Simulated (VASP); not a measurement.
# Pt (Im-3m) in VASP: a series of runs

Pt is run at these levels: LDA; tasks: single point.

Program: VASP 6.6.1. These are calculated values, not measurements. Logs are shortened: lines on timing, memory, paths and dates and some standing lists are left out, and cuts for length are marked.

## (1) The cell of the first run

The structure is cubic, space group Im-3m (No. 229). Conventional cell: a = 3.168 Å, b = 3.168 Å, c = 3.168 Å, α = 90.00°, β = 90.00°, γ = 90.00°. Within 3.6 Å of Pt (site symmetry m-3m) lie 14 Pt at 2.74 to 3.17 Å.

## (2) Single point, LDA

The input, INCAR:

```
ALGO     = Normal         # electronic algorithm
EDIFF    = 1E-6           # SCF threshold, eV
ENCUT    = 520            # plane-wave cutoff, eV
GGA      = CA             # functional
ISIF     = 2              # what is computed and relaxed
ISMEAR   = -1             # smearing method
LASPH    = True           # aspherical terms in the spheres
LCHARG   = False          # write CHGCAR
LREAL    = False          # projectors in reciprocal space
LWAVE    = False          # write WAVECAR
NBANDS   = 11             # bands
NELM     = 60             # most SCF steps
PREC     = Accurate       # precision mode
SIGMA    = 0.1            # smearing width, eV
```

The input, KPOINTS:

```
k-points
0
Gamma
  3 3 3
```

The input, POSCAR:

```
Pt
1.0
   -1.5842200000      1.5842200000      1.5842200000
    1.5842200000     -1.5842200000      1.5842200000
    1.5842200000      1.5842200000     -1.5842200000
Pt
1
Direct
    0.0000000000      0.0000000000      0.0000000000
```

Potentials or basis: VASP PAW LDA potentials, release 64 (Pt).

Started as:

```bash
> cat potpaw_LDA.64/Pt/POTCAR > POTCAR
> mpirun -np 1 vasp_std > vasp.out
```

OUTCAR:

```text
EDIFF = 1E-6
   ENCUT = 520
   GGA = CA
   ISIF = 2
   ISMEAR = -1
   LASPH = True
   LREAL = False
   NELM = 60
   PREC = Accurate

 ion  position               nearest neighbor table
   1  0.000  0.000  0.000-

  LATTYP: Found a body centered cubic cell.
 ALAT       =     3.1684400000

  Lattice vectors:

 A1 = (  -1.5842200000,   1.5842200000,   1.5842200000)
 A2 = (   1.5842200000,  -1.5842200000,   1.5842200000)
 A3 = (   1.5842200000,   1.5842200000,  -1.5842200000)

Analysis of symmetry for initial positions (statically):
=====================================================================
 Subroutine PRICEL returns:
 Original cell was already a primitive cell.

 Routine SETGRP: Setting up the symmetry group for a
 body centered cubic supercell.

 Subroutine GETGRP returns: Found 48 space group operations
 (whereof 48 operations were pure point group operations)
 out of a pool of 48 trial point group operations.

The static configuration has the point symmetry O_h .

Analysis of symmetry for dynamics (positions and initial velocities):
=====================================================================
 Subroutine PRICEL returns:
 Original cell was already a primitive cell.

 Routine SETGRP: Setting up the symmetry group for a
 body centered cubic supercell.

 Subroutine GETGRP returns: Found 48 space group operations
 (whereof 48 operations were pure point group operations)
 out of a pool of 48 trial point group operations.

The dynamic configuration has the point symmetry O_h .

 Subroutine INISYM returns: Found 48 space group operations
 (whereof 48 operations are pure point group operations),
 and found     1 'primitive' translations

----------------------------------------------------------------------------------------

                                     Primitive cell

  volume of cell :      15.9040

  direct lattice vectors                    reciprocal lattice vectors
    -1.584220000  1.584220000  1.584220000     0.000000000  0.315612731  0.315612731
     1.584220000 -1.584220000  1.584220000     0.315612731  0.000000000  0.315612731
     1.584220000  1.584220000 -1.584220000     0.315612731  0.315612731  0.000000000

  length of vectors
     2.743949530  2.743949530  2.743949530     0.446343804  0.446343804  0.446343804

  position of ions in fractional coordinates (direct lattice)
     0.000000000  0.000000000  0.000000000

  ion indices of the primitive-cell ions
   primitive index   ion index
                 1           1

----------------------------------------------------------------------------------------

 KPOINTS: k-points

Automatic generation of k-mesh.
 Grid dimensions read from file:
 generate k-points for:    3    3    3

 Generating k-lattice:

  Cartesian coordinates                     Fractional coordinates (reciprocal lattice)
     0.000000000  0.105204244  0.105204244     0.333333333  0.000000000  0.000000000
     0.105204244  0.000000000  0.105204244     0.000000000  0.333333333  0.000000000
     0.105204244  0.105204244  0.000000000     0.000000000  0.000000000  0.333333333

  Length of vectors
     0.148781268  0.148781268  0.148781268

  Shift w.r.t. Gamma in fractional coordinates (k-lattice)
     0.000000000  0.000000000  0.000000000

 Subroutine IBZKPT returns following result:
 ===========================================

 Found      4 irreducible k-points:

 Following reciprocal coordinates:
            Coordinates               Weight
  0.000000  0.000000  0.000000      1.000000
  0.333333  0.000000  0.000000     12.000000
  0.333333  0.333333  0.000000      8.000000
 -0.333333  0.333333  0.333333      6.000000
   k-points           NKPTS =      4   k-points in BZ     NKDIM =      4   number of bands    NBANDS=     11
   number of dos      NEDOS =    301   number of ions     NIONS =      1
   total plane-waves  NPLWV =   8000
   dimension x,y,z NGX =    20 NGY =   20 NGZ =   20
   dimension x,y,z NGXF=    40 NGYF=   40 NGZF=   40
   ions per type =               1
   NGX,Y,Z   is equivalent  to a cutoff of  12.12, 12.12, 12.12 a.u.
   NGXF,Y,Z  is equivalent  to a cutoff of  24.23, 24.23, 24.23 a.u.
 SYSTEM =  unknown system
   PREC   = accura    normal or accurate (medium, high low for compatibility)
   ISTART =      0    job   : 0-new  1-cont  2-samecut
   ICHARG =      2    charge: 1-file 2-atom 10-const
   ISPIN  =      1    spin polarized calculation?
   LNONCOLLINEAR =      F non collinear calculations
   LSORBIT =      F    spin-orbit coupling
   LASPH  =      T    aspherical Exc in radial PAW
   ENCUT  =  520.0 eV  38.22 Ry    6.18 a.u.   5.10  5.10  5.10*2*pi/ulx,y,z
   NELM   =     60;   NELMIN=  2; NELMDL= -5     # of ELM steps
   EDIFF  = 0.1E-05   stopping-criterion for ELM
   LREAL  =      F    real-space projection
   EDIFFG = 0.1E-04   stopping-criterion for IOM
   NSW    =      0    number of steps for IOM
   IBRION =     -1    ionic relax: 0-MD 1-quasi-New 2-CG
   NFREE  =      0    steps in history (QN), initial steepest desc. (CG)
   ISIF   =      2    stress and relaxation
   ISYM   =      2    0-nonsym 1-usesym 2-fastsym
   POTIM  = 0.5000    time-step for ionic-motion
   TEBEG  =    0.0;   TEEND  =   0.0 temperature during run
   PSTRESS=    0.0 pullay stress
   NELECT =      10.0000    total number of electrons
   NUPDOWN=      -1.0000    fix difference up-down
   EMIN   =  10.00;   EMAX   =-10.00  energy-range for DOS
   EFERMI =   0.00;   METHOD = LEGACY
   ISMEAR =    -1;   SIGMA  =   0.10  broadening in eV -4-tet -1-fermi 0-gaus
   EFERMI_NEDOS =   21; number of points for ismear=-14 and -15
   IALGO  =     38    algorithm
   IMIX   =      4    mixing-type and parameters
     AMIX     =   0.40;   BMIX     =  1.00
     AMIX_MAG =   1.60;   BMIX_MAG =  1.00
  volume/ion in A,a.u.               =      15.90       107.33
  Fermi-wavevector in a.u.,A,eV,Ry     =   1.402510  2.650360 26.763132  1.967035
  Thomas-Fermi vector in A             =   2.525265
   LORBIT       =      0    0 simple, 1 ext, 2 COOP (PROOUT), +10 PAW based schemes
   GGA     = CA    functional components
   LHFCALC =     F    Hartree Fock is set to
   AEXX    =    0.0000 exact exchange contribution
   IVDW    =     0    specifies the selected vdW correction
   LEPSILON=     F    determine dielectric tensor
   LRPA    =     F    only Hartree local field effects (RPA)
 non-spin polarized calculation
  energy-cutoff  :      520.00
  volume of cell :       15.90
 maximum number of plane-waves:       436
   NGX = 11   NGY = 11   NGZ = 11

 number of electron      10.0000000 magnetization

 Free energy of the ion-electron system (eV)
  ---------------------------------------------------
  ext. energy  EPLUGINS =         0.00000000
  ---------------------------------------------------
  free energy    TOTEN  =        -6.65688358 eV

  energy without entropy =       -6.51340018  energy(sigma->0) =       -6.58514188

 E-fermi :   9.3737     XC(G=0): -13.3885

 val. band max:        9.2498350663   @ k =  -0.3333   0.3333   0.3333
 cond. band min:       9.4765542303   @ k =   0.3333   0.0000   0.0000
 fundamental gap:      0.2267191641
 Fermi energy:         9.3736885782

 k-point     1 :       0.0000    0.0000    0.0000
  band No.  band energies     occupation
      1       0.4818      2.00000
      2       6.4436      2.00000
      3       6.4436      2.00000
      4       6.4436      2.00000
      5       8.9446      1.97299
      6       8.9446      1.97299
      7      27.0064      0.00000
      8      27.0064      0.00000
      9      27.0064      0.00000
     10      37.0244      0.00000
     11      37.0282      0.00000

 k-point     2 :       0.3333    0.0000    0.0000
  band No.  band energies     occupation
      1       3.2767      2.00000
      2       5.3537      2.00000
      3       7.2636      2.00000
      4       8.6730      1.99819
      5       9.1370      1.82852
      6       9.4766      0.52669
      7      20.9190      0.00000
      8      24.5535      0.00000
      9      28.5286      0.00000
     10      32.3593      0.00000
     11      33.2520      0.00000

 k-point     3 :       0.3333    0.3333    0.0000
  band No.  band energies     occupation
      1       4.6355      2.00000
      2       6.0722      2.00000
      3       6.0722      2.00000
      4       9.1637      1.78186
      5       9.1637      1.78186
      6      15.3961      0.00000
      7      17.6028      0.00000
      8      17.6028      0.00000
      9      26.3236      0.00000
     10      32.1858      0.00000
     11      32.1858      0.00000

 k-point     4 :      -0.3333    0.3333    0.3333
  band No.  band energies     occupation
      1       4.8650      2.00000
      2       4.9408      2.00000
      3       8.2072      1.99998
      4       8.2072      1.99998
      5       9.2498      1.55062
      6      11.7351      0.00000
      7      22.3622      0.00000
      8      22.3622      0.00000
      9      24.3624      0.00000
     10      28.2567      0.00000
     11      33.4241      0.00000

------------------------ aborting loop because EDIFF is reached ----------------------------------------

  FORCE on cell =-STRESS in cart. coord.  units (eV):
  Direction    XX          YY          ZZ          XY          YZ          ZX
  --------------------------------------------------------------------------------------
  -------------------------------------------------------------------------------------
  Total       -0.3197530     -0.3197530     -0.3197530     -0.0000000     -0.0000000      0.0000000
  in kB      -32.2120766    -32.2120766    -32.2120766     -0.0000000     -0.0000000      0.0000000
  external PRESSURE =     -32.2120766 kB  Pullay stress =       0.0000000 kB

 VOLUME and BASIS-vectors are now :
 -----------------------------------------------------------------------------
  energy-cutoff  :      520.00
  volume of cell :       15.90
      direct lattice vectors                 reciprocal lattice vectors
    -1.584220000  1.584220000  1.584220000     0.000000000  0.315612731  0.315612731
     1.584220000 -1.584220000  1.584220000     0.315612731  0.000000000  0.315612731
     1.584220000  1.584220000 -1.584220000     0.315612731  0.315612731  0.000000000

 POSITION                                       TOTAL-FORCE (eV/Angst)
 -----------------------------------------------------------------------------------
      0.00000      0.00000      0.00000         0.000000     -0.000000      0.000000
 -----------------------------------------------------------------------------------
    total drift:                                0.000000     -0.000000      0.000000

  FREE ENERGIE OF THE ION-ELECTRON SYSTEM (eV)
  ---------------------------------------------------
  free  energy   TOTEN  =        -6.6568835796 eV

  energy  without entropy=       -6.5134001792  energy(sigma->0) =       -6.58514188
```

It took 1.5 s on 1 thread of Intel Xeon Platinum 8375C at 2.90GHz (Ice Lake), shared host; peak memory 0.11 GiB.

What came out:

```yaml
Free_energy: -6.6569 eV
Pressure: -3.2 GPa
Band_gap_on_the_k_mesh: zero (band 5 reaches 9.25 eV, above the bottom of band 6 at 8.94 eV)
```

Levels at points of the mesh, in eV from the Fermi level:
```
           k point  band 2  band 3  band 4  band 5  band 6  band 7  band 8  band 9
(0.00, 0.00, 0.00)   -2.93   -2.93   -2.93   -0.43   -0.43   17.63   17.63   17.63
```

Caveat: the k points lie up to 0.93 Å⁻¹ apart; spin-orbit coupling is left out, which moves the levels of the heavy elements.

## (3) Single point, LDA

The input, INCAR:

```
SYSTEM = Pt
PREC     = Accurate       ! precision mode
ENCUT    = 520            ! plane-wave cutoff, eV
EDIFF    = 1E-6           ! SCF threshold, eV
ISMEAR   = -1             ! smearing method
SIGMA    = 0.1            ! smearing width, eV
LREAL    = .FALSE.        ! projectors in reciprocal space
LASPH    = .TRUE.         ! aspherical terms in the spheres
NELM     = 80             ! most SCF steps
ALGO     = Normal         ! electronic algorithm
ISIF     = 2              ! what is computed and relaxed
LWAVE    = .FALSE.        ! write WAVECAR
LCHARG   = .TRUE.         ! write CHGCAR
LELF     = .TRUE.         ! ELF
LVHAR    = .TRUE.       
NBANDS   = 11             ! bands
```

The input, KPOINTS:

```
regular mesh
0
G
  5 5 5
  0 0 0
```

POSCAR is that of step 2.

Potentials or basis: VASP PAW LDA potentials, release 64 (Pt).

Started as:

```bash
> cat potpaw_LDA.64/Pt/POTCAR > POTCAR
> mpirun -np 1 vasp_std > vasp.out
```

OUTCAR:

```text
SYSTEM = Pt
   PREC = Accurate
   ENCUT = 520
   EDIFF = 1E-6
   ISMEAR = -1
   LREAL = .FALSE.
   LASPH = .TRUE.
   NELM = 80
   ISIF = 2

 ion  position               nearest neighbor table
   1  0.000  0.000  0.000-

  LATTYP: Found a body centered cubic cell.
 ALAT       =     3.1684400000

  Lattice vectors:

 A1 = (  -1.5842200000,   1.5842200000,   1.5842200000)
 A2 = (   1.5842200000,  -1.5842200000,   1.5842200000)
 A3 = (   1.5842200000,   1.5842200000,  -1.5842200000)

Analysis of symmetry for initial positions (statically):
=====================================================================
 Subroutine PRICEL returns:
 Original cell was already a primitive cell.

 Routine SETGRP: Setting up the symmetry group for a
 body centered cubic supercell.

 Subroutine GETGRP returns: Found 48 space group operations
 (whereof 48 operations were pure point group operations)
 out of a pool of 48 trial point group operations.

The static configuration has the point symmetry O_h .

Analysis of symmetry for dynamics (positions and initial velocities):
=====================================================================
 Subroutine PRICEL returns:
 Original cell was already a primitive cell.

 Routine SETGRP: Setting up the symmetry group for a
 body centered cubic supercell.

 Subroutine GETGRP returns: Found 48 space group operations
 (whereof 48 operations were pure point group operations)
 out of a pool of 48 trial point group operations.

The dynamic configuration has the point symmetry O_h .

 Subroutine INISYM returns: Found 48 space group operations
 (whereof 48 operations are pure point group operations),
 and found     1 'primitive' translations

----------------------------------------------------------------------------------------

                                     Primitive cell

[... 95 lines left out ...]
  Fermi-wavevector in a.u.,A,eV,Ry     =   1.402510  2.650360 26.763132  1.967035
  Thomas-Fermi vector in A             =   2.525265
   LORBIT       =      0    0 simple, 1 ext, 2 COOP (PROOUT), +10 PAW based schemes
   GGA     = CA    functional components
   LHFCALC =     F    Hartree Fock is set to
   AEXX    =    0.0000 exact exchange contribution
   IVDW    =     0    specifies the selected vdW correction
   LEPSILON=     F    determine dielectric tensor
   LRPA    =     F    only Hartree local field effects (RPA)
 non-spin polarized calculation
  energy-cutoff  :      520.00
  volume of cell :       15.90
 maximum number of plane-waves:       442
   NGX = 11   NGY = 11   NGZ = 11

 number of electron      10.0000000 magnetization

 Free energy of the ion-electron system (eV)
  ---------------------------------------------------
  ext. energy  EPLUGINS =         0.00000000
  ---------------------------------------------------
  free energy    TOTEN  =        -7.20579336 eV

  energy without entropy =       -7.16531545  energy(sigma->0) =       -7.18555441

 E-fermi :  10.0303     XC(G=0): -13.3790

 val. band max:        9.9653945827   @ k =  -0.4000   0.4000   0.4000
 cond. band min:      10.1185266620   @ k =  -0.4000   0.4000   0.2000
 fundamental gap:      0.1531320794
 Fermi energy:        10.0302884479

 k-point     1 :       0.0000    0.0000    0.0000
  band No.  band energies     occupation
      1       0.4791      2.00000
      2       6.4500      2.00000
      3       6.4500      2.00000
      4       6.4500      2.00000
      5       8.9793      1.99995
      6       8.9793      1.99995
      7      27.0049      0.00000
      8      27.0049      0.00000
      9      27.0049      0.00000
     10      37.0299      0.00000
     11      37.0337      0.00000
[... 113 lines left out ...]
 k-point    10 :      -0.4000    0.4000    0.4000
  band No.  band energies     occupation
      1       4.3145      2.00000
      2       4.4132      2.00000
      3       9.3211      1.99834
      4       9.3211      1.99834
      5       9.9654      1.31354
      6      14.3265      0.00000
      7      19.6132      0.00000
      8      19.6132      0.00000
      9      24.5645      0.00000
     10      28.6875      0.00000
     11      29.9980      0.00000

------------------------ aborting loop because EDIFF is reached ----------------------------------------

  FORCE on cell =-STRESS in cart. coord.  units (eV):
  Direction    XX          YY          ZZ          XY          YZ          ZX
  --------------------------------------------------------------------------------------
  -------------------------------------------------------------------------------------
  Total       -1.2934155     -1.2934155     -1.2934155      0.0000000      0.0000000     -0.0000000
  in kB     -130.2993267   -130.2993267   -130.2993267      0.0000000      0.0000000     -0.0000000
  external PRESSURE =    -130.2993267 kB  Pullay stress =       0.0000000 kB

 VOLUME and BASIS-vectors are now :
 -----------------------------------------------------------------------------
  energy-cutoff  :      520.00
  volume of cell :       15.90
      direct lattice vectors                 reciprocal lattice vectors
    -1.584220000  1.584220000  1.584220000     0.000000000  0.315612731  0.315612731
     1.584220000 -1.584220000  1.584220000     0.315612731  0.000000000  0.315612731
     1.584220000  1.584220000 -1.584220000     0.315612731  0.315612731  0.000000000

 POSITION                                       TOTAL-FORCE (eV/Angst)
 -----------------------------------------------------------------------------------
      0.00000      0.00000      0.00000         0.000000      0.000000     -0.000000
 -----------------------------------------------------------------------------------
    total drift:                                0.000000      0.000000      0.000000

  FREE ENERGIE OF THE ION-ELECTRON SYSTEM (eV)
  ---------------------------------------------------
  free  energy   TOTEN  =        -7.2057933630 eV

  energy  without entropy=       -7.1653154482  energy(sigma->0) =       -7.18555441
```

Run time: 2 s. Hardware: 1 thread of Intel Xeon Platinum 8375C at 2.90GHz (Ice Lake), shared host; peak memory 0.12 GiB.

Results:

| Property | Result |
| --- | --- |
| Free energy | -7.2058 eV |
| Pressure | -13.0 GPa |
| Band gap on the k mesh | zero (band 5 reaches 10.12 eV, above the bottom of band 6 at 8.98 eV) |

Levels at points of the mesh, in eV from the Fermi level:
```tsv
k point	band 1	band 2	band 3	band 4	band 5	band 6	band 7	band 8	band 9	band 10
(0.00, 0.00, 0.00)	-9.55	-3.58	-3.58	-3.58	-1.05	-1.05	16.97	16.97	16.97	27.00
```

Caveat: the k points lie up to 0.56 Å⁻¹ apart; spin-orbit coupling is left out, which moves the levels of the heavy elements.

[end of part 1 of 2]
